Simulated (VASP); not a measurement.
# W3O (P4_2/mmc) in VASP: further runs, part 2 of 2

VASP 6.6.1.

### Step 4. Single point, PBE (strain +0.040 along x and y, +0.000 along z)

Contents of INCAR:

```
PREC     = Accurate       # precision mode
ENCUT    = 520            # plane-wave cutoff, eV
EDIFF    = 1E-7           # SCF threshold, eV
ISMEAR   = 0              # smearing method
SIGMA    = 0.15           # smearing width, eV
LREAL    = F              # projectors in reciprocal space
LASPH    = T              # aspherical terms in the spheres
NELM     = 80             # most SCF steps
ALGO     = Fast           # electronic algorithm
ISIF     = 2              # what is computed and relaxed
LWAVE    = F              # write WAVECAR
LCHARG   = F              # write CHGCAR
GGA      = PE             # functional
NBANDS   = 58             # bands
```

Contents of KPOINTS:

```
Automatic mesh
0
Gamma
  8 8 8
```

Contents of POSCAR:

```
W3O
1.0
    5.0798829854      0.0000000000      0.0000000000
    0.0000000000      5.0798829854      0.0000000000
    0.0000000000      0.0000000000      4.8845028706
W O
6 2
Direct
    0.5000000000      0.7500000000      0.0000000000
    0.0000000000      0.5000000000      0.7500000000
    0.2500000000      0.0000000000      0.5000000000
    0.5000000000      0.2500000000      0.0000000000
    0.0000000000      0.5000000000      0.2500000000
    0.7500000000      0.0000000000      0.5000000000
    0.5000000000      0.5000000000      0.5000000000
    0.0000000000      0.0000000000      0.0000000000
```

Potentials or basis: VASP PAW PBE potentials, release 64 (W_sv, O).

Launch:

```sh
$ cat potpaw_PBE.64/W_sv/POTCAR potpaw_PBE.64/O/POTCAR > POTCAR
$ mpirun -np 1 vasp_std > vasp.out
```

OUTCAR:

```text
PREC = Accurate
   ENCUT = 520
   EDIFF = 1E-7
   ISMEAR = 0
   LREAL = F
   LASPH = T
   NELM = 80
   ISIF = 2
   GGA = PE

 ion  position               nearest neighbor table
   1  0.500  0.750  0.000-   4 2.54   4 2.54   6 3.03   3 3.03   6 3.03   3 3.03   2 3.09   5 3.09
                             2 3.09   5 3.09
   2  0.000  0.500  0.750-   5 2.44   5 2.44   4 3.09   1 3.09   6 3.09   3 3.09   3 3.09   6 3.09
                             1 3.09   4 3.09
   3  0.250  0.000  0.500-   6 2.54   6 2.54   1 3.03   1 3.03   4 3.03   4 3.03   2 3.09   2 3.09
                             5 3.09   5 3.09
   4  0.500  0.250  0.000-   1 2.54   1 2.54   6 3.03   3 3.03   6 3.03   3 3.03   2 3.09   5 3.09
                             2 3.09   5 3.09
   5  0.000  0.500  0.250-   2 2.44   2 2.44   3 3.09   4 3.09   6 3.09   1 3.09   3 3.09   6 3.09
                             1 3.09   4 3.09
   6  0.750  0.000  0.500-   3 2.54   3 2.54   4 3.03   1 3.03   4 3.03   1 3.03   5 3.09   2 3.09
                             5 3.09   2 3.09
   7  0.500  0.500  0.500-
   8  0.000  0.000  0.000-

  LATTYP: Found a simple tetragonal cell.
 ALAT       =     5.0798829854
 C/A-ratio  =     0.9615384615

[... 204 lines left out ...]
  band No.  band energies     occupation
      1     -65.6071      2.00000
      2     -65.5694      2.00000
      3     -65.5667      2.00000
      4     -65.4381      2.00000
      5     -65.4381      2.00000
      6     -65.3544      2.00000
[... 1453 lines left out ...]
     57      11.0256      0.00000
     58      11.7163      0.00000

 [... further k-points ...]

------------------------ aborting loop because EDIFF is reached ----------------------------------------

  FORCE on cell =-STRESS in cart. coord.  units (eV):
  Direction    XX          YY          ZZ          XY          YZ          ZX
  --------------------------------------------------------------------------------------
  -------------------------------------------------------------------------------------
  Total      -13.1355044    -13.1355044    -10.5546277     -0.0000000      0.0000000      0.0000000
  in kB     -166.9665801   -166.9665801   -134.1608231     -0.0000000      0.0000000      0.0000000
  external PRESSURE =    -156.0313278 kB  Pullay stress =       0.0000000 kB

 VOLUME and BASIS-vectors are now :
 -----------------------------------------------------------------------------
  energy-cutoff  :      520.00
  volume of cell :      126.05
      direct lattice vectors                 reciprocal lattice vectors
     5.079882985  0.000000000  0.000000000     0.196854928  0.000000000  0.000000000
     0.000000000  5.079882985  0.000000000     0.000000000  0.196854928  0.000000000
     0.000000000  0.000000000  4.884502871     0.000000000  0.000000000  0.204729125

 POSITION                                       TOTAL-FORCE (eV/Angst)
 -----------------------------------------------------------------------------------
      2.53994      3.80991      0.00000         0.000000      0.337709      0.000000
      0.00000      2.53994      3.66338         0.000000      0.000000     -0.000000
      1.26997      0.00000      2.44225         0.337709      0.000000      0.000000
      2.53994      1.26997      0.00000         0.000000     -0.337709      0.000000
      0.00000      2.53994      1.22113         0.000000      0.000000     -0.000000
      3.80991      0.00000      2.44225        -0.337709      0.000000      0.000000
      2.53994      2.53994      2.44225         0.000000      0.000000      0.000000
      0.00000      0.00000      0.00000         0.000000      0.000000      0.000000
 -----------------------------------------------------------------------------------
    total drift:                                0.000000     -0.000000      0.000000

  FREE ENERGIE OF THE ION-ELECTRON SYSTEM (eV)
  ---------------------------------------------------
  free  energy   TOTEN  =       -80.3410176680 eV

  energy  without entropy=      -80.2578552595  energy(sigma->0) =      -80.29943646
```

OSZICAR:

```text
N       E                     dE             d eps       ncg     rms          rms(c)
DAV:   1     0.131148721510E+04    0.13115E+04   -0.55175E+04  8724   0.189E+03
DAV:   2     0.176934365309E+02   -0.12938E+04   -0.12566E+04  8962   0.606E+02
DAV:   3    -0.808865978464E+02   -0.98580E+02   -0.92831E+02 10530   0.151E+02
[... 12 lines left out ...]
RMM:  16    -0.803410157563E+02   -0.34760E-05   -0.59654E-05 13587   0.206E-02    0.252E-03
RMM:  17    -0.803410168299E+02   -0.10736E-05   -0.12846E-05 11369   0.784E-03    0.276E-03
RMM:  18    -0.803410175396E+02   -0.70970E-06   -0.51215E-06 10167   0.426E-03    0.659E-04
RMM:  19    -0.803410176455E+02   -0.10592E-06   -0.15177E-06  7665   0.197E-03    0.318E-04
RMM:  20    -0.803410176680E+02   -0.22561E-07   -0.57254E-07  6881   0.104E-03
   1 F= -.80341018E+02 E0= -.80299436E+02  d E =-.831624E-01
```

stdout:

```text
POSCAR found type information on POSCAR W O
 POSCAR found :  2 types and       8 ions
 scaLAPACK will be used
 LDA part: xc-table for (Slater+PW92), standard interpolation
 POSCAR, INCAR and KPOINTS ok, starting setup
 FFT: planning ... GRIDC
 FFT: planning ... GRID_SOFT
 FFT: planning ... GRID
 WAVECAR not read
 entering main loop
WARNING in EDDRMM: call to ZHEGV failed, returncode =   8  4     51
WARNING in EDDRMM: call to ZHEGV failed, returncode =   8  4     54
WARNING in EDDRMM: call to ZHEGV failed, returncode =   6  3     51
WARNING in EDDRMM: call to ZHEGV failed, returncode =   6  3     52
WARNING in EDDRMM: call to ZHEGV failed, returncode =   8  4     56
WARNING in EDDRMM: call to ZHEGV failed, returncode =   8  4     52
```

Run time: 18 min. Hardware: 1 thread of Oxide Virtual Turin-like, shared host; peak memory 0.46 GiB.

What came out:

```yaml
Free_energy: -80.3410 eV
Pressure: -15.6 GPa
Largest_force: 0.338 eV/Å
Band_gap_on_the_k_mesh: zero (bands 48 and 49 overlap by 0.75 eV)
```

Forces in eV/Å, atoms in the order of the input:
```
W    0.000  0.338  0.000
W    0.000  0.000  0.000
W    0.338  0.000  0.000
W    0.000 -0.338  0.000
W    0.000  0.000  0.000
W   -0.338  0.000  0.000
O    0.000  0.000  0.000
O    0.000  0.000  0.000
```

Caveat: the cell differs from its parent crystal (strain +0.040 along x and y, +0.000 along z); the cell stands under tension; spin-orbit coupling is left out, which moves the levels of the heavy elements.

### Step 5. Single point, PBE (strain +0.080 along x and y, +0.040 along z)

Contents of INCAR:

```
SYSTEM = W3O
  PREC = Accurate
  ENCUT = 520
  EDIFF = 1E-7
  ISMEAR = 0
  SIGMA = 0.15
  LREAL = .False.
  LASPH = .True.
  NELM = 60
  ALGO = Fast
  ISIF = 2
  LWAVE = .False.
  LCHARG = .False.
  GGA = PE
  NBANDS = 58
```

Contents of KPOINTS:

```
Automatic mesh
0
Gamma
  8 8 8
  0 0 0
```

Edit POSCAR of step 4 so:

```diff
@@ -2,5 +2,5 @@
 1.0
-    5.0798829854      0.0000000000      0.0000000000
-    0.0000000000      5.0798829854      0.0000000000
-    0.0000000000      0.0000000000      4.8845028706
+    5.2752631002      0.0000000000      0.0000000000
+    0.0000000000      5.2752631002      0.0000000000
+    0.0000000000      0.0000000000      5.0798829854
 W O
```

Launch:

```sh
$ cat potpaw_PBE.64/W_sv/POTCAR potpaw_PBE.64/O/POTCAR > POTCAR
$ mpirun -np 1 vasp_std > vasp.out
```

Wall time 22 min (1 thread of Oxide Virtual Turin-like, shared host); peak memory 0.51 GiB.

The run converged. Its results:

- Free energy: -78.0384 eV
- Pressure: -31.0 GPa
- Largest force: 0.331 eV/Å
- Band gap on the k mesh: zero (bands 48 and 49 overlap by 0.65 eV)

Forces in eV/Å, atoms in the order of the input:
```
W    0.000  0.331  0.000
W    0.000  0.000  0.000
W    0.331  0.000  0.000
W    0.000 -0.331  0.000
W    0.000  0.000  0.000
W   -0.331  0.000  0.000
O    0.000  0.000  0.000
O    0.000  0.000  0.000
```

Stress tensor (GPa, compression positive):
```
-31.37   0.00   0.00
  0.00 -31.37   0.00
  0.00   0.00 -30.21
```

Levels at points of the mesh, in eV from the Fermi level:
```
           k point  band 44  band 45  band 46  band 47  band 48  band 49  band 50  band 51  band 52  band 53
(0.00, 0.00, 0.00)    -1.21    -1.05    -0.71    -0.04    -0.04     0.38     0.88     0.88     1.05     1.72
(0.50, 0.00, 0.00)    -1.50    -1.00    -0.95     0.17     0.26     0.33     0.52     0.70     1.10     1.50
(0.50, 0.50, 0.00)    -0.80    -0.80    -0.63    -0.63    -0.19    -0.19    -0.17     0.01     0.12     0.62
(0.00, 0.00, 0.50)    -1.58    -0.80    -0.80     0.20     0.20     0.25     0.25     0.71     0.71     1.51
(0.50, 0.00, 0.50)    -0.65    -0.63    -0.60    -0.51    -0.16    -0.16    -0.11    -0.06     0.05     0.57
(0.50, 0.50, 0.50)    -1.06    -0.68    -0.68    -0.61    -0.61    -0.34    -0.34     0.23     0.23     0.31
```

Caveat: the cell differs from its parent crystal (strain +0.080 along x and y, +0.040 along z); the cell stands under tension; spin-orbit coupling is left out, which moves the levels of the heavy elements.

### Step 6. Single point, PBE (strain +0.040 along x and y, +0.080 along z)

Contents of INCAR:

```
SYSTEM = W3O
ALGO = Fast ; EDIFF = 1E-6
ENCUT = 520 ; GGA = PE
ISIF = 2 ; ISMEAR = 0
LASPH = .True. ; LCHARG = .True.
LELF = .True. ; LREAL = .False.
LVHAR = .True. ; LWAVE = .False.
NBANDS = 58 ; NELM = 100
PREC = Accurate ; SIGMA = 0.15
```

Contents of KPOINTS:

```
k-points
0
Gamma
  8 8 8
  0 0 0
```

Edit POSCAR of step 5 so:

```diff
@@ -2,5 +2,5 @@
 1.0
-    5.2752631002      0.0000000000      0.0000000000
-    0.0000000000      5.2752631002      0.0000000000
-    0.0000000000      0.0000000000      5.0798829854
+    5.0798829854      0.0000000000      0.0000000000
+    0.0000000000      5.0798829854      0.0000000000
+    0.0000000000      0.0000000000      5.2752631002
 W O
```

Potentials or basis: VASP PAW PBE potentials, release 64 (W_sv, O).

Launch:

```sh
$ cat potpaw_PBE.64/W_sv/POTCAR potpaw_PBE.64/O/POTCAR > POTCAR
$ mpirun -np 1 vasp_std > vasp.out
```

Wall time 13 min (1 thread of Oxide Virtual Turin-like, shared host); peak memory 0.5 GiB.

The run converged. Its results:

| Quantity | Value |
| --- | --- |
| Free energy | -78.9944 eV |
| Pressure | -27.0 GPa |
| Largest force | 0.379 eV/Å |
| Band gap on the k mesh | zero (bands 48 and 49 overlap by 0.87 eV) |

Forces in eV/Å, atoms in the order of the input:
```
W    0.000 -0.379  0.000
W    0.000  0.000  0.000
W   -0.379  0.000  0.000
W    0.000  0.379  0.000
W    0.000  0.000  0.000
W    0.379  0.000  0.000
O    0.000  0.000  0.000
O    0.000  0.000  0.000
```

Stress tensor (GPa, compression positive):
```
-26.80   0.00   0.00
  0.00 -26.80   0.00
  0.00   0.00 -27.29
```

Levels at points of the mesh, in eV from the Fermi level:
```tsv
k point	band 45	band 46	band 47	band 48	band 49	band 50	band 51	band 52
(0.00, 0.00, 0.00)	-1.06	-0.72	-0.18	0.25	0.25	0.91	1.05	1.05
(0.50, 0.00, 0.00)	-0.88	-0.84	0.18	0.18	0.32	0.45	0.62	1.03
(0.50, 0.50, 0.00)	-0.57	-0.55	-0.55	-0.24	-0.13	-0.12	-0.01	-0.01
(0.00, 0.00, 0.50)	-1.04	-1.04	0.29	0.29	0.46	0.46	0.99	0.99
(0.50, 0.00, 0.50)	-0.72	-0.70	-0.61	-0.20	-0.12	-0.08	-0.07	0.04
(0.50, 0.50, 0.50)	-0.77	-0.77	-0.60	-0.60	-0.36	-0.36	0.30	0.30
```

Caveat: the cell differs from its parent crystal (strain +0.040 along x and y, +0.080 along z); the cell stands under tension; spin-orbit coupling is left out, which moves the levels of the heavy elements.

### Step 7. Overview

| cell | further INCAR settings | gap on the mesh (eV) | pressure (GPa) | largest force (eV/Å) |
| --- | --- | --- | --- | --- |
| a = 4.885, b = 4.885, c = 5.080 Å, 8 atoms | ALGO = Fast; EDIFF = 1e-06; NBANDS = 58 | none | -8.0 | 0.39 |
| a = 5.080, b = 5.080, c = 4.885 Å, 8 atoms | ALGO = Fast; EDIFF = 1e-07; NBANDS = 58 | none | -15.6 | 0.34 |
| a = 5.275, b = 5.275, c = 5.080 Å, 8 atoms | ALGO = Fast; EDIFF = 1e-07; NBANDS = 58 | none | -31.0 | 0.33 |
| a = 5.080, b = 5.080, c = 5.275 Å, 8 atoms | ALGO = Fast; EDIFF = 1e-06; NBANDS = 58 | none | -27.0 | 0.38 |

Alike in all rows: task single point; level PBE; potentials or basis VASP PAW PBE potentials, release 64 (W_sv, O); no spin polarisation; k mesh 8 × 8 × 8; cutoff (eV) 520; smearing gaussian 0.15 eV.

Caveats: the cell stands under tension; spin-orbit coupling is left out, which moves the levels of the heavy elements.

Absolute energies hang on the potentials; compare differences alone.
